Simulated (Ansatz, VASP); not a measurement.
# Two plane-wave programs on MgO

```xyz
4
Lattice="3.5735 0.0000 0.0000 -1.7868 3.0948 0.0000 0.0000 0.0000 4.0736" Properties=species:S:1:pos:R:3 pbc="T T T"
Mg    1.7868    1.0316    3.0552
Mg    0.0000    2.0632    1.0184
O     1.7868    1.0316    1.0184
O     0.0000    2.0632    3.0552
```

Change from the starting cell: strain +0.025 along x and y, -0.025 along z, atoms carried along.

Alike in both runs: task single point; functional PBEsol; k mesh 9 × 9 × 6; occupations gaussian, width 0.05 eV; no spin polarisation.

|  | VASP | Ansatz |
| --- | --- | --- |
| version | VASP 6.6.1 | Ansatz 0.2.0 |
| potentials or method | VASP PAW PBE potentials, release 64 (Mg, O), cutoff 520 eV | scalar-relativistic, plane waves, PAW |
| valence electrons in the cell | 16 | 32 |

VASP gave:

- gap on the k mesh at the Fermi level (eV): 3.26
- least direct gap on the mesh (eV): 3.26
- pressure (GPa): -1.4
- traceless stress, the component that is largest in VASP (GPa): 6.03

Which values does Ansatz return?

gap on the k mesh at the Fermi level (eV): 3.27; least direct gap on the mesh (eV): 3.27; pressure (GPa): -1.0; traceless stress, the component that is largest in VASP (GPa): 6.04.

VASP's potentials were made for PBE, not for PBEsol. VASP's potentials hold 16 valence electrons a cell and Ansatz's 32, so a difference there can come from the potentials and not from the codes.
